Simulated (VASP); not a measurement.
LiSi16 (a cell with a defect), 17 atoms in the cell. The cell holds a defect, 17 atoms: a = 7.679 Å, b = 7.679 Å, c = 7.679 Å, α = 60.00°, β = 60.00°, γ = 60.00°. 

| Quantity | Value |
| --- | --- |
| Program | VASP 6.6.1 |
| Task | single point |
| Functional | PBE |
| Dispersion | D3(BJ) |
| Potentials or basis | VASP PAW PBE potentials, release 64 (Si, Li_sv) |
| Cutoff | 520 eV |
| k mesh | 2 × 2 × 2 |
| Occupations | fermi-dirac, width 0.05 eV |
| Spin | no spin polarisation |
| Dipole correction | no |
| Charge | 1 |
| Further INCAR settings | LREAL = Auto; ALGO = Normal; EDIFF = 1e-06; NBANDS = 48; NELECT = 66.0 |

Potentials or basis: VASP PAW PBE potentials, release 64 (Si, Li_sv).

Launch:

```bash
$ cat potpaw_PBE.64/Si/POTCAR potpaw_PBE.64/Li_sv/POTCAR > POTCAR
$ mpirun -np 1 vasp_std > vasp.out
```

Hardware: 1 thread of Intel(R) Xeon(R) Platinum 8488C (Sapphire Rapids), on a shared host.

Q: Estimate the wall time of this run.

A: It took 2.5 min on 1 thread of Intel(R) Xeon(R) Platinum 8488C (Sapphire Rapids) (shared host), peak memory 0.48 GiB. Counts: scf iterations 14, k points 6.
